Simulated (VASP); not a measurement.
Set up this calculation in VASP 6.6.1, as the native input.

```
Task                   : single point
Functional             : PBE
Potentials or basis    : VASP PAW PBE potentials, release 64 (W_sv, I)
Cutoff                 : 520 eV
k mesh                 : 4 × 4 × 4
Occupations            : gaussian, width 0.1 eV
Spin                   : no spin polarisation
Dipole correction      : no
Further INCAR settings : ALGO = Normal; EDIFF = 1e-06; NBANDS = 24
```

The structure of W2I lies in POSCAR:

```
W2I
1.0
    0.0000000000      3.1334418505      3.1334418505
    3.1334418505      0.0000000000      3.1334418505
    3.1334418505      3.1334418505      0.0000000000
W I
2 1
Direct
    0.2500000000      0.2500000000      0.2500000000
    0.7500000000      0.7500000000      0.7500000000
    0.0000000000      0.0000000000      0.0000000000
```

These files were run (other wordings do the same):

INCAR

```
PREC = Accurate
ENCUT = 520
EDIFF = 1E-6
ISMEAR = 0
SIGMA = 0.1
LREAL = F
LASPH = T
NELM = 60
ALGO = Normal
ISIF = 2
LWAVE = F
LCHARG = F
GGA = PE
NBANDS = 24
```

KPOINTS

```
Automatic mesh
0
Gamma
  4 4 4
```

Potentials or basis: VASP PAW PBE potentials, release 64 (W_sv, I).

Run with:

```console
$ cat potpaw_PBE.64/W_sv/POTCAR potpaw_PBE.64/I/POTCAR > POTCAR
$ mpirun -np 1 vasp_std > vasp.out
```

It gave:

The pressure is -0.1 GPa and the band gap on the k mesh is zero (an odd number of electrons rules out a gap without spin polarisation).

Caveat: the k points lie up to 0.43 Å⁻¹ apart, too coarse for converged energies and pressures of a metal; spin-orbit coupling is left out, which moves the levels of the heavy elements.

Wall time 13 s on 1 thread of AMD EPYC 7R13 Processor (Zen 3), with other jobs on the host, peak memory 0.17 GiB.
